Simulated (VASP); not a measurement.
# C (P6_3/mmc) in VASP: a series of runs

The runs below take C through single point, with PBE, r2SCAN.

All numbers are computed with VASP 6.6.1; they aren't measurements. Logs are shortened: lines on timing, memory, paths and dates and some standing lists are left out, and cuts for length are marked.

### 1 The cell of the first run

Symmetry: P6_3/mmc, No. 194, hexagonal system. The conventional cell has a = 2.453 Å, b = 2.453 Å, c = 4.170 Å, α = 90.00°, β = 90.00°, γ = 120.00°. C (site symmetry 3m) has 4 C at 1.51 to 1.56 Å within 2.0 Å.

### 2 Single point, PBE (epitaxial xy strain -2.0%)

INCAR reads:

```
PREC = Accurate ; ENCUT = 520
EDIFF = 1E-7 ; ISMEAR = -1
SIGMA = 0.02 ; LREAL = F
LASPH = T ; NELM = 100
ALGO = Normal ; ISIF = 2
LWAVE = F ; LCHARG = F
GGA = PE ; NBANDS = 16
```

KPOINTS reads:

```
regular mesh
0
Gamma
  12 12 6
```

POSCAR reads:

```
C
1.0
    2.4531314643      0.0000000000      0.0000000000
   -1.2265657322      2.1244741669      0.0000000000
    0.0000000000      0.0000000000      4.1702101686
C
4
Direct
    0.3333333333      0.6666666667      0.0004560205
    0.6666666667      0.3333333333      0.5004560205
    0.3333333333      0.6666666667      0.3745439795
    0.6666666667      0.3333333333      0.8745439795
```

Potentials or basis: VASP PAW PBE potentials, release 64 (C).

Command:

```
$ cat potpaw_PBE.64/C/POTCAR > POTCAR
$ mpirun -np 1 vasp_std > vasp.out
```

OUTCAR:

```text
PREC = Accurate
   ENCUT = 520
   EDIFF = 1E-7
   ISMEAR = -1
   LREAL = F
   LASPH = T
   NELM = 100
   ISIF = 2
   GGA = PE

 ion  position               nearest neighbor table
   1  0.333  0.667  0.000-   4 1.51   4 1.51   4 1.51   3 1.56
   2  0.667  0.333  0.500-   3 1.51   3 1.51   3 1.51   4 1.56
   3  0.333  0.667  0.375-   2 1.51   2 1.51   2 1.51   1 1.56
   4  0.667  0.333  0.875-   1 1.51   1 1.51   1 1.51   2 1.56

  LATTYP: Found a hexagonal cell.
 ALAT       =     2.4531314643
 C/A-ratio  =     1.6999538057

  Lattice vectors:

 A1 = (   2.4531314643,   0.0000000000,   0.0000000000)
 A2 = (  -1.2265657322,   2.1244741669,   0.0000000000)
 A3 = (   0.0000000000,   0.0000000000,   4.1702101686)

Analysis of symmetry for initial positions (statically):
=====================================================================
 Subroutine PRICEL returns:
 Original cell was already a primitive cell.

 Routine SETGRP: Setting up the symmetry group for a
 hexagonal supercell.

 Subroutine GETGRP returns: Found 24 space group operations
 (whereof  6 operations were pure point group operations)
 out of a pool of 24 trial point group operations.

The static configuration has the point symmetry C_3v.
 The point group associated with its full space group is D_6h.

Analysis of symmetry for dynamics (positions and initial velocities):
=====================================================================
 Subroutine PRICEL returns:
 Original cell was already a primitive cell.

 Routine SETGRP: Setting up the symmetry group for a
 hexagonal supercell.

 Subroutine GETGRP returns: Found 24 space group operations
 (whereof  6 operations were pure point group operations)
 out of a pool of 24 trial point group operations.

The dynamic configuration has the point symmetry C_3v.
 The point group associated with its full space group is D_6h.

 Subroutine INISYM returns: Found 24 space group operations
 (whereof  6 operations are pure point group operations),
 and found     1 'primitive' translations

----------------------------------------------------------------------------------------

                                     Primitive cell

  volume of cell :      21.7335

  direct lattice vectors                    reciprocal lattice vectors
     2.453131464  0.000000000  0.000000000     0.407642238  0.235352356  0.000000000
    -1.226565732  2.124474167  0.000000000     0.000000000  0.470704712  0.000000000
     0.000000000  0.000000000  4.170210169     0.000000000  0.000000000  0.239796068

  length of vectors
     2.453131464  2.453131464  4.170210169     0.470704712  0.470704712  0.239796068

  position of ions in fractional coordinates (direct lattice)
     0.333333333  0.666666667  0.000456021
     0.666666667  0.333333333  0.500456021
     0.333333333  0.666666667  0.374543979
     0.666666667  0.333333333  0.874543979

  ion indices of the primitive-cell ions
   primitive index   ion index
                 1           1
                 2           2
                 3           3
                 4           4

----------------------------------------------------------------------------------------

 KPOINTS: regular mesh

Automatic generation of k-mesh.
 Grid dimensions read from file:
 generate k-points for:   12   12    6

 Generating k-lattice:

  Cartesian coordinates                     Fractional coordinates (reciprocal lattice)
     0.033970186  0.019612696  0.000000000     0.083333333  0.000000000  0.000000000
     0.000000000  0.039225393  0.000000000     0.000000000  0.083333333  0.000000000
     0.000000000  0.000000000  0.039966011     0.000000000  0.000000000  0.166666667

  Length of vectors
     0.039225393  0.039225393  0.039966011

  Shift w.r.t. Gamma in fractional coordinates (k-lattice)
     0.000000000  0.000000000  0.000000000

 Subroutine IBZKPT returns following result:
 ===========================================

 Found     76 irreducible k-points:

 Following reciprocal coordinates:
            Coordinates               Weight
  0.000000  0.000000  0.000000      1.000000
  0.083333  0.000000  0.000000      6.000000
  0.166667  0.000000  0.000000      6.000000
  0.250000  0.000000  0.000000      6.000000
  0.333333  0.000000  0.000000      6.000000
  0.416667  0.000000  0.000000      6.000000
[... 16 lines left out ...]
  0.250000  0.000000  0.166667     12.000000
  0.333333  0.000000  0.166667     12.000000
 [... further k-points ...]
   k-points           NKPTS =     76   k-points in BZ     NKDIM =     76   number of bands    NBANDS=     16
   number of dos      NEDOS =    301   number of ions     NIONS =      4
   total plane-waves  NPLWV =  10368
   dimension x,y,z NGX =    18 NGY =   18 NGZ =   32
   dimension x,y,z NGXF=    36 NGYF=   36 NGZF=   64
   ions per type =               4
   NGX,Y,Z   is equivalent  to a cutoff of  12.20, 12.20, 12.76 a.u.
   NGXF,Y,Z  is equivalent  to a cutoff of  24.40, 24.40, 25.51 a.u.
 SYSTEM =  unknown system
   PREC   = accura    normal or accurate (medium, high low for compatibility)
   ISTART =      0    job   : 0-new  1-cont  2-samecut
   ICHARG =      2    charge: 1-file 2-atom 10-const
   ISPIN  =      1    spin polarized calculation?
   LNONCOLLINEAR =      F non collinear calculations
   LSORBIT =      F    spin-orbit coupling
   LASPH  =      T    aspherical Exc in radial PAW
   ENCUT  =  520.0 eV  38.22 Ry    6.18 a.u.   4.56  4.56  7.75*2*pi/ulx,y,z
   NELM   =    100;   NELMIN=  2; NELMDL= -5     # of ELM steps
   EDIFF  = 0.1E-06   stopping-criterion for ELM
   LREAL  =      F    real-space projection
   EDIFFG = 0.1E-05   stopping-criterion for IOM
   NSW    =      0    number of steps for IOM
   IBRION =     -1    ionic relax: 0-MD 1-quasi-New 2-CG
   NFREE  =      0    steps in history (QN), initial steepest desc. (CG)
   ISIF   =      2    stress and relaxation
   ISYM   =      2    0-nonsym 1-usesym 2-fastsym
   POTIM  = 0.5000    time-step for ionic-motion
   TEBEG  =    0.0;   TEEND  =   0.0 temperature during run
   PSTRESS=    0.0 pullay stress
   NELECT =      16.0000    total number of electrons
   NUPDOWN=      -1.0000    fix difference up-down
   EMIN   =  10.00;   EMAX   =-10.00  energy-range for DOS
   EFERMI =   0.00;   METHOD = LEGACY
   ISMEAR =    -1;   SIGMA  =   0.02  broadening in eV -4-tet -1-fermi 0-gaus
   EFERMI_NEDOS =   21; number of points for ismear=-14 and -15
   IALGO  =     38    algorithm
   IMIX   =      4    mixing-type and parameters
     AMIX     =   0.40;   BMIX     =  1.00
     AMIX_MAG =   1.60;   BMIX_MAG =  1.00
  volume/ion in A,a.u.               =       5.43        36.67
  Fermi-wavevector in a.u.,A,eV,Ry     =   1.478217  2.793424 29.730423  2.185124
  Thomas-Fermi vector in A             =   2.592525
   LORBIT       =      0    0 simple, 1 ext, 2 COOP (PROOUT), +10 PAW based schemes
   GGA     = PE    functional components
   LHFCALC =     F    Hartree Fock is set to
   AEXX    =    0.0000 exact exchange contribution
   IVDW    =     0    specifies the selected vdW correction
   LEPSILON=     F    determine dielectric tensor
   LRPA    =     F    only Hartree local field effects (RPA)
 non-spin polarized calculation
  energy-cutoff  :      520.00
  volume of cell :       21.73
 maximum number of plane-waves:       604
   NGX =  9   NGY =  9   NGZ = 15

 number of electron      15.9999995 magnetization

 Free energy of the ion-electron system (eV)
  ---------------------------------------------------
  ext. energy  EPLUGINS =         0.00000000
  ---------------------------------------------------
  free energy    TOTEN  =       -36.16075058 eV

  energy without entropy =      -36.16075058  energy(sigma->0) =      -36.16075058

 E-fermi :  11.1274     XC(G=0): -13.4648

 val. band max:       10.6702604517   @ k =   0.0000   0.0000   0.0000
 cond. band min:      13.7754445908   @ k =   0.3333   0.3333   0.0000
 fundamental gap:      3.1051841391
 Fermi energy:        11.1274251270

 k-point     1 :       0.0000    0.0000    0.0000
  band No.  band energies     occupation
      1     -11.7282      2.00000
      2      -6.2115      2.00000
      3      -3.5195      2.00000
      4       7.6721      2.00000
      5       7.6721      2.00000
      6      10.0977      2.00000
[... 8 lines left out ...]
     15      25.9578      0.00000
     16      28.6490      0.00000

 k-point     2 :       0.0833    0.0000    0.0000
  band No.  band energies     occupation
      1     -11.5476      2.00000
      2      -6.0494      2.00000
      3      -3.3470      2.00000
      4       6.7868      2.00000
      5       7.2920      2.00000
      6       9.8603      2.00000
[... 8 lines left out ...]
     15      26.1547      0.00000
     16      28.4156      0.00000

 k-point     3 :       0.1667    0.0000    0.0000
  band No.  band energies     occupation
      1     -11.0080      2.00000
      2      -5.5644      2.00000
      3      -2.8392      2.00000
      4       4.6974      2.00000
      5       6.4296      2.00000
      6       8.1112      2.00000
[... 8 lines left out ...]
     15      26.1883      0.00000
     16      26.7176      0.00000

 k-point     4 :       0.2500    0.0000    0.0000
  band No.  band energies     occupation
      1     -10.1157      2.00000
      2      -4.7618      2.00000
      3      -2.0402      2.00000
      4       2.1998      2.00000
      5       5.4999      2.00000
      6       5.9340      2.00000
[... 8 lines left out ...]
     15      26.0879      0.00000
     16      26.4875      0.00000
[... 324 lines left out ...]
 k-point    22 :       0.1667    0.0000    0.1667
  band No.  band energies     occupation
      1     -10.8218      2.00000
      2      -6.6067      2.00000
      3      -1.4906      2.00000
      4       4.8539      2.00000
      5       6.5821      2.00000
      6       7.6464      2.00000
[... 8 lines left out ...]
     15      26.3330      0.00000
     16      26.5516      0.00000

 k-point    23 :       0.2500    0.0000    0.1667
  band No.  band energies     occupation
      1      -9.9310      2.00000
      2      -5.7719      2.00000
      3      -0.7634      2.00000
      4       2.3827      2.00000
      5       5.4244      2.00000
      6       5.6562      2.00000
[... 8 lines left out ...]
     15      24.8293      0.00000
     16      27.0886      0.00000

 k-point    24 :       0.3333    0.0000    0.1667
  band No.  band energies     occupation
      1      -8.7044      2.00000
      2      -4.6286      2.00000
      3      -0.6379      2.00000
      4       0.7213      2.00000
      5       3.1375      2.00000
      6       4.8965      2.00000
[... 8 lines left out ...]
     15      25.6700      0.00000
     16      28.5192      0.00000

 [... further k-points ...]

------------------------ aborting loop because EDIFF is reached ----------------------------------------

  FORCE on cell =-STRESS in cart. coord.  units (eV):
  Direction    XX          YY          ZZ          XY          YZ          ZX
  --------------------------------------------------------------------------------------
  -------------------------------------------------------------------------------------
  Total        4.6499008      4.6499008      0.6641207     -0.0000000      0.0000000     -0.0000000
  in kB      342.7867649    342.7867649     48.9584218     -0.0000000      0.0000000     -0.0000000
  external PRESSURE =     244.8439838 kB  Pullay stress =       0.0000000 kB

 VOLUME and BASIS-vectors are now :
 -----------------------------------------------------------------------------
  energy-cutoff  :      520.00
  volume of cell :       21.73
      direct lattice vectors                 reciprocal lattice vectors
     2.453131464  0.000000000  0.000000000     0.407642238  0.235352356  0.000000000
    -1.226565732  2.124474167  0.000000000     0.000000000  0.470704712  0.000000000
     0.000000000  0.000000000  4.170210169     0.000000000  0.000000000  0.239796068

 POSITION                                       TOTAL-FORCE (eV/Angst)
 -----------------------------------------------------------------------------------
     -0.00000      1.41632      0.00190        -0.000000      0.000000      0.053903
      1.22657      0.70816      2.08701         0.000000     -0.000000      0.053903
     -0.00000      1.41632      1.56193        -0.000000      0.000000     -0.053903
      1.22657      0.70816      3.64703         0.000000     -0.000000     -0.053903
 -----------------------------------------------------------------------------------
    total drift:                               -0.000000      0.000000      0.000000

  FREE ENERGIE OF THE ION-ELECTRON SYSTEM (eV)
  ---------------------------------------------------
  free  energy   TOTEN  =       -36.1607505798 eV

  energy  without entropy=      -36.1607505798  energy(sigma->0) =      -36.16075058
```

Wall time 8.7 s (1 thread of Intel Xeon 6975P-C (Granite Rapids), shared host); peak memory 0.13 GiB.

What came out:

* Free energy: -36.1608 eV
* Pressure: 24.5 GPa
* Largest force: 0.054 eV/Å
* Band gap on the k mesh: 3.11 eV, indirect (least direct gap 4.87 eV)

Forces in eV/Å, atoms in the order of the input:
```
C    0.000  0.000  0.054
C    0.000  0.000  0.054
C    0.000  0.000 -0.054
C    0.000  0.000 -0.054
```

Stress tensor (GPa, compression positive):
```
34.28  0.00  0.00
 0.00 34.28  0.00
 0.00  0.00  4.90
```

Levels at points of the mesh, in eV from the valence-band top:
```
           k point  band 4  band 5  band 6  band 7  band 8  band 9  band 10  band 11  band 12  band 13
(0.00, 0.00, 0.00)   -3.00   -3.00   -0.57    0.00    0.00    4.87     5.29     5.29     9.22     9.80
(0.50, 0.00, 0.00)  -10.53   -9.52   -6.59   -6.17   -3.34    4.89     8.09     8.43     8.62    11.22
(0.00, 0.00, 0.50)   -7.52   -1.79   -1.79   -1.79   -1.79    7.54     7.54     7.54     7.54     8.25
(0.50, 0.00, 0.50)  -13.45   -5.25   -5.25   -5.13   -5.13    6.19     6.19     6.39     6.39    12.88
```

Caveat: the cell differs from its parent crystal (epitaxial xy strain -2.0%). A k mesh can miss the band edges.

(Part 1 of 3 ends here.)
